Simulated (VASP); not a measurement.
Set up this calculation in VASP 6.6.1, as the native input.

```
Task                   : single point
Functional             : PBE
Potentials or basis    : VASP PAW PBE potentials, release 64 (Zn)
Cutoff                 : 520 eV
k mesh                 : 8 × 8 × 4
Occupations            : gaussian, width 0.05 eV
Spin                   : no spin polarisation
Dipole correction      : no
Further INCAR settings : ALGO = Normal; EDIFF = 1e-06; NBANDS = 19
```

The structure of Zn lies in POSCAR:

```
Zn
1.0
    2.7416841138      0.0000000000      0.0000000000
   -1.3708420569      2.3743680917      0.0000000000
    0.0000000000      0.0000000000      4.5586775322
Zn
2
Direct
    0.3333333333      0.6666666667      0.7500000000
    0.6666666667      0.3333333333      0.2500000000
```

These files were run (other wordings do the same):

INCAR

```
SYSTEM = Zn
PREC = Accurate
ENCUT = 520
EDIFF = 1E-6
ISMEAR = 0
SIGMA = 0.05
LREAL = .False.
LASPH = .True.
NELM = 100
ALGO = Normal
ISIF = 2
LWAVE = .False.
LCHARG = .False.
GGA = PE
NBANDS = 19
```

KPOINTS

```
regular mesh
0
Gamma
  8 8 4
  0 0 0
```

Potentials or basis: VASP PAW PBE potentials, release 64 (Zn).

Launch:

```bash
$ cat potpaw_PBE.64/Zn/POTCAR > POTCAR
$ mpirun -np 1 vasp_std > vasp.out
```

Results of the run:

```json
{"Pressure": "0.4 GPa", "Band gap on the k mesh": "zero (band 12 reaches 5.06 eV, above the bottom of band 13 at 1.65 eV)"}
```

Run time: 18 s on 1 thread of Intel Xeon 8259CL, on a shared host, peak memory 0.14 GiB.
